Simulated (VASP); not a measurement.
A run of VASP 6.6.1 is set up as follows.

File INCAR:

```
PREC = Accurate
ENCUT = 520
EDIFF = 1E-6
ISMEAR = 0
SIGMA = 0.15
LREAL = F
LASPH = T
NELM = 100
ALGO = Normal
ISIF = 2
LWAVE = F
LCHARG = F
GGA = PE
IVDW = 12
NBANDS = 14
```

KPOINTS

```
regular mesh
0
Gamma
  18 18 4
```

The input POSCAR:

```
Al
1.0
    2.7750000000      0.0000000000      0.0000000000
   -1.3875000000      2.4032204955      0.0000000000
    0.0000000000      0.0000000000      9.2410470711
Al
4
Direct
    0.0000000000      0.0000000000      0.0000000000
    0.3333333333      0.6666666667      0.2500000000
    0.0000000000      0.0000000000      0.5000000000
    0.6666666667      0.3333333333      0.7500000000
```

Potentials or basis: VASP PAW PBE potentials, release 64 (Al).

Command:

```bash
$ cat potpaw_PBE.64/Al/POTCAR > POTCAR
$ mpirun -np 1 vasp_std > vasp.out
```

Problem. Predict the band gap on the k mesh.

Solution. Zero (band 6 reaches 12.53 eV, above the bottom of band 7 at 7.19 eV).

Problem. Estimate the pressure.

Solution. 2.6 GPa.

Stress tensor (GPa, compression positive):
```
3.10 0.00 0.00
0.00 3.10 0.00
0.00 0.00 1.73
```

Caveat: pairwise dispersion overbinds metals, which lowers pressure and volume.
